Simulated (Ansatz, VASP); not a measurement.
# MgS in VASP and in Ansatz

```
Mg S
1.0
     0.00000    2.56035    2.56035
     2.56035    0.00000    2.56035
     2.56035    2.56035    0.00000
Mg S
1 1
Cartesian
  0.0000 0.0000 0.0000
  2.5603 2.5603 2.5603
```

Alike in both runs: task single point; functional PBE; dispersion D3(BJ); k mesh 8 × 8 × 8; occupations gaussian, width 0.05 eV; no spin polarisation.

|  | VASP | Ansatz |
| --- | --- | --- |
| version | VASP 6.6.1 | Ansatz 0.2.0 |
| potentials or method | VASP PAW PBE potentials, release 64 (Mg, S), cutoff 600 eV | scalar-relativistic, plane waves, PAW |
| valence electrons in the cell | 8 | 16 |

Ansatz gave:

```
gap on the k mesh at the Fermi level (eV) : 2.89
least direct gap on the mesh (eV)         : 4.11
pressure (GPa)                            : 1.7
```

Task: Estimate VASP's values.

Result: gap on the k mesh at the Fermi level (eV): 2.88; least direct gap on the mesh (eV): 4.10; pressure (GPa): 1.4.

VASP's potentials hold 8 valence electrons a cell and Ansatz's 16, so a difference there can come from the potentials and not from the codes.
